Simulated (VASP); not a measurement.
# In3Sb: single point with PBEsol+D3(BJ)

The system is In3Sb.

```
CELL_PARAMETERS angstrom
4.44667 0.00000 0.00000
0.00000 4.44667 0.00000
0.00000 0.00000 4.44667
ATOMIC_POSITIONS crystal
In 0.50000 0.50000 0.00000
In 0.50000 0.00000 0.50000
In 0.00000 0.50000 0.50000
Sb 0.00000 0.00000 0.00000
```

This cell differs from its parent crystal: volume scaled by 0.88.

```
Program                : VASP 6.6.1
Task                   : single point
Functional             : PBEsol
Dispersion             : D3(BJ)
Potentials or basis    : VASP PAW PBE potentials, release 64 (In_d, Sb)
Cutoff                 : 520 eV
k mesh                 : 10 × 10 × 10
Occupations            : gaussian, width 0.1 eV
Spin                   : no spin polarisation
Dipole correction      : no
Further INCAR settings : ALGO = Fast; EDIFF = 1e-06; NBANDS = 30
```

```
Pressure                   : 9.5 GPa
Band gap on the k mesh     : zero (band 22 reaches 10.85 eV, above the bottom of band 23 at 5.67 eV)
Dispersion energy per atom : -0.475 eV
```

Levels at points of the mesh, in eV from the Fermi level:
```
           k point  band 19  band 20  band 21  band 22  band 23  band 24  band 25  band 26
(0.00, 0.00, 0.00)    -3.96    -3.96    -2.16    -2.16     2.55     2.55     2.55     4.14
(0.50, 0.00, 0.00)    -2.18    -2.18    -1.19    -0.73    -0.73     0.01     0.60     5.30
(0.50, 0.50, 0.00)    -6.84    -0.84    -0.19     0.74     0.74     1.36     1.36     1.79
(0.50, 0.50, 0.50)    -5.42    -4.77    -4.77    -4.77    -4.32     6.65     6.65     6.65
```

Run time: 2.2 min on 1 thread of Intel(R) Xeon(R) Platinum 8488C (Sapphire Rapids) (shared host), peak memory 0.3 GiB.

Caveat: the PAW data sets were made with another functional, which shifts forces and pressure a little; spin-orbit coupling is left out, which moves the levels of the heavy elements; pairwise dispersion overbinds metals, which lowers pressure and volume.
